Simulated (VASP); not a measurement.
**ScAl7N8: relaxation of the atoms with PBE**

ScAl7N8:

```xyz
16
Lattice="6.3707 0.0000 0.0000 -3.1853 5.5172 0.0000 0.0000 0.0000 5.0745" Properties=species:S:1:pos:R:3 pbc="T T T"
Al    1.6228    0.9022    2.5446
Al   -1.5859    4.6015   -0.0063
Al    0.0000    3.7128    2.5446
Al    3.1853    1.8313   -0.0063
Al    4.7479    0.9022    2.5446
Al    1.5859    4.6015   -0.0063
Al    3.1853    3.6781    2.5270
Sc    0.0000    1.8391   -0.0404
N     0.0000    1.8391    2.1045
N     1.6939    0.8611    4.4499
N    -1.5989    4.5940    1.9260
N     0.0000    3.7950    4.4499
N     3.1853    1.8463    1.9260
N     4.6768    0.8611    4.4499
N     1.5989    4.5940    1.9260
N     3.1853    3.6781    4.4718
```

```
Program                : VASP 6.6.1
Task                   : relaxation of the atoms
Functional             : PBE
Potentials or basis    : VASP PAW PBE potentials, release 64 (Al, Sc_sv, N)
Cutoff                 : 520 eV
k mesh                 : 4 × 4 × 5
Occupations            : gaussian, width 0.01 eV
Spin                   : no spin polarisation
Dipole correction      : no
Further INCAR settings : LREAL = Auto; ALGO = Normal; EDIFF = 1e-06; IBRION = 2; EDIFFG = -0.004; NSW = 80
```

```json
{"Energy gained by relaxing": "0.1 meV/atom", "Ionic steps": "8", "Pressure after relaxing": "-0.9 GPa", "Band gap on the k mesh": "3.87 eV"}
```

Forces in eV/Å, atoms in the order of the input:
```
Al   0.000  0.000  0.000
Al   0.000  0.000  0.001
Al   0.000  0.000  0.000
Al   0.000  0.000  0.001
Al   0.000  0.000  0.000
Al   0.000  0.000  0.001
Al   0.000  0.000 -0.002
Sc   0.000  0.000  0.000
N    0.000  0.000  0.000
N    0.000  0.000  0.000
N    0.000  0.000  0.000
N    0.000  0.000  0.000
N    0.000  0.000  0.000
N    0.000  0.000  0.000
N    0.000  0.000  0.000
N    0.000  0.000 -0.002
```

Stress tensor (GPa, compression positive):
```
-0.66  0.00  0.00
 0.00 -0.66  0.00
 0.00  0.00 -1.53
```

The path:
| step | energy change (eV) | largest force (eV/Å) | pressure (GPa) |
| --- | --- | --- | --- |
| 1 | 0.0000 | 0.1030 | -0.95 |
| 2 | -0.0015 | 0.0233 | -0.95 |
| 3 | -0.0015 | 0.0191 | -0.95 |
| 4 | -0.0016 | 0.0123 | -0.95 |
| 5 | -0.0016 | 0.0106 | -0.95 |
| 6 | -0.0016 | 0.0044 | -0.95 |
| 7 | -0.0016 | 0.0042 | -0.95 |
| 8 | -0.0016 | 0.0020 | -0.95 |

Final structure:
```xyz
16
Lattice="6.3707 0.0000 0.0000 -3.1853 5.5172 0.0000 0.0000 0.0000 5.0745" Properties=species:S:1:pos:R:3 pbc="T T T"
Al    1.6228    0.9021    2.5475
Al   -1.5855    4.6018    5.0698
Al    0.0000    3.7129    2.5475
Al    3.1853    1.8308    5.0698
Al    4.7479    0.9021    2.5475
Al    1.5855    4.6018    5.0698
Al    3.1853    3.6781    2.5287
Sc    0.0000    1.8391    5.0403
N     0.0000    1.8391    2.1060
N     1.6953    0.8603    4.4462
N    -1.5987    4.5942    1.9230
N     0.0000    3.7966    4.4462
N     3.1853    1.8460    1.9230
N     4.6754    0.8603    4.4462
N     1.5987    4.5942    1.9230
N     3.1853    3.6781    4.4695
```

Levels at points of the mesh, in eV from the valence-band top:
```csv
k point,band 33,band 34,band 35,band 36,band 37,band 38,band 39,band 40
"(0.00, 0.00, 0.00)",-0.36,-0.26,-0.26,0.00,3.87,4.56,4.56,4.84
"(0.50, 0.00, 0.00)",-0.45,-0.27,-0.12,-0.11,4.52,4.80,5.16,5.41
```

Wall time 9.9 min on 1 thread of Intel(R) Xeon(R) Platinum 8259CL CPU @ 2.50GHz (Skylake/Cascade Lake) (shared host), peak memory 0.34 GiB.

Caveat: an odd mesh through Γ misses points on the zone boundary, where band edges can lie.
